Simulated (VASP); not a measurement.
Wanted: the native input for a VASP 6.6.1 run.

- Task: single point
- Functional: PBE0
- Potentials or basis: VASP PAW PBE potentials, release 64 (K_sv, F)
- Cutoff: 520 eV
- k mesh: 4 × 4 × 4
- Occupations: gaussian, width 0.01 eV
- Spin: no spin polarisation
- Dipole correction: no
- Grid for exact exchange (PRECFOCK): Normal
- Further INCAR settings: ALGO = Normal; EDIFF = 1e-07; NBANDS = 15

KF (Carobbiite):

```
K F
1.0
     0.00000    2.65896    2.65896
     2.65896    0.00000    2.65896
     2.65896    2.65896    0.00000
K F
1 1
Direct
  0.00000 0.00000 0.00000
  0.50000 0.50000 0.50000
```

These files were run (other wordings do the same):

POSCAR

```
KF
1.0
    0.0000000000      2.6589566634      2.6589566634
    2.6589566634      0.0000000000      2.6589566634
    2.6589566634      2.6589566634      0.0000000000
K F
1 1
Direct
    0.0000000000      0.0000000000      0.0000000000
    0.5000000000      0.5000000000      0.5000000000
```

INCAR.step1

```
  PREC = Accurate
  ENCUT = 520
  EDIFF = 1E-5
  ISMEAR = 0
  SIGMA = 0.01
  LREAL = False
  LASPH = True
  NELM = 80
  ALGO = Normal
  ISIF = 2
  LWAVE = True
  LCHARG = False
  NBANDS = 15
  GGA = PE
```

INCAR.step2

```
  PREC = Accurate
  ENCUT = 520
  EDIFF = 1E-7
  ISMEAR = 0
  SIGMA = 0.01
  LREAL = False
  LASPH = True
  NELM = 80
  ALGO = Normal
  ISIF = 2
  LWAVE = False
  LCHARG = False
  GGA = PE
  LHFCALC = True
  AEXX = 0.25
  PRECFOCK = Normal
  NBANDS = 15
  ISTART = 1
```

KPOINTS

```
regular mesh
0
Gamma
  4 4 4
```

Potentials or basis: VASP PAW PBE potentials, release 64 (K_sv, F).

Launch:

```bash
$ cat potpaw_PBE.64/K_sv/POTCAR potpaw_PBE.64/F/POTCAR > POTCAR
$ cp INCAR.step1 INCAR
$ mpirun -np 1 vasp_std > vasp.out
$ cp INCAR.step2 INCAR
$ mpirun -np 1 vasp_std > vasp.out
```

It gave:

```json
{
  "Pressure": "1.0 GPa",
  "Band gap on the k mesh": "9.03 eV, direct"
}
```

Caveat: the k points lie up to 0.51 Å⁻¹ apart; the PAW data sets were made with another functional, which shifts forces and pressure a little.

It took 8.5 min on 1 thread of Intel(R) Xeon(R) Platinum 8259CL CPU @ 2.50GHz (Skylake/Cascade Lake), on a shared host, peak memory 0.17 GiB.
